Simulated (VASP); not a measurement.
Set up this calculation in VASP 6.6.1, as the native input.

```yaml
Task: single point
Functional: RPBE
Potentials_or_basis: VASP PAW PBE potentials, release 64 (Nb_sv)
Cutoff: 520 eV
k_mesh: 13 × 13 × 13
Occupations: fermi-dirac, width 0.1 eV
Spin: no spin polarisation
Dipole_correction: no
Further_INCAR_settings: ALGO = Normal; EDIFF = 1e-06; NBANDS = 12
```

The structure of Nb lies in POSCAR:

```
Nb
1.0
    2.8086679287      0.0000000000      0.0000000000
    0.0000000000      2.8086679287      0.0000000000
    0.0000000000      0.0000000000      2.8086679287
Nb
1
Direct
    0.0000000000      0.0000000000      0.0000000000
```

This cell differs from its parent crystal: volume scaled by 1.08.

One way to write it, as run:

INCAR

```
ALGO     = Normal         # electronic algorithm
EDIFF    = 1E-6           # SCF threshold, eV
ENCUT    = 520            # plane-wave cutoff, eV
GGA      = RP             # functional
ISIF     = 2              # what is computed and relaxed
ISMEAR   = -1             # smearing method
LASPH    = True           # aspherical terms in the spheres
LCHARG   = False          # write CHGCAR
LREAL    = False          # projectors in reciprocal space
LWAVE    = False          # write WAVECAR
NBANDS   = 12             # bands
NELM     = 60             # most SCF steps
PREC     = Accurate       # precision mode
SIGMA    = 0.1            # smearing width, eV
```

KPOINTS

```
k-points
0
Gamma
  13 13 13
```

Potentials or basis: VASP PAW PBE potentials, release 64 (Nb_sv).

The run is started by

```sh
$ cat potpaw_PBE.64/Nb_sv/POTCAR > POTCAR
$ mpirun -np 1 vasp_std > vasp.out
```

Results of the run:

The pressure is -8.6 GPa.

Caveat: the PAW data sets were made with another functional, which shifts forces and pressure a little.

It took 24 s on 1 thread of Intel Xeon 8259CL, with other jobs on the host, peak memory 0.15 GiB.
